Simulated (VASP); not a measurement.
Here is a VASP 6.6.1 calculation.

File INCAR:

```
SYSTEM = SrO
  PREC = Accurate
  ENCUT = 520
  EDIFF = 1E-7
  ISMEAR = 0
  SIGMA = 0.05
  LREAL = .False.
  LASPH = .True.
  NELM = 60
  ALGO = Normal
  ISIF = 2
  LWAVE = .False.
  LCHARG = .False.
  GGA = PE
  NBANDS = 15
```

KPOINTS

```
regular mesh
0
Gamma
  8 8 8
  0 0 0
```

File POSCAR:

```
SrO
1.0
    0.0000000000      2.6468940000      2.5312530000
    2.6468940000      0.0000000000      2.5312530000
    2.6468940000      2.6468940000      0.0000000000
Sr O
1 1
Direct
    0.0000000000      0.0000000000      0.0000000000
    0.5000000000      0.5000000000      0.5000000000
```

Potentials or basis: VASP PAW PBE potentials, release 64 (Sr_sv, O).

The run is started by

```sh
$ cat potpaw_PBE.64/Sr_sv/POTCAR potpaw_PBE.64/O/POTCAR > POTCAR
$ mpirun -np 1 vasp_std > vasp.out
```

(1) Predict the pressure.

(2) What does it give for the band gap on the k mesh?

## Answers

(1) -0.1 GPa.

(2) 3.08 eV, indirect (least direct gap 3.34 eV).

Caveat: the cell differs from its parent crystal (strain +0.030 along x and y, -0.015 along z).
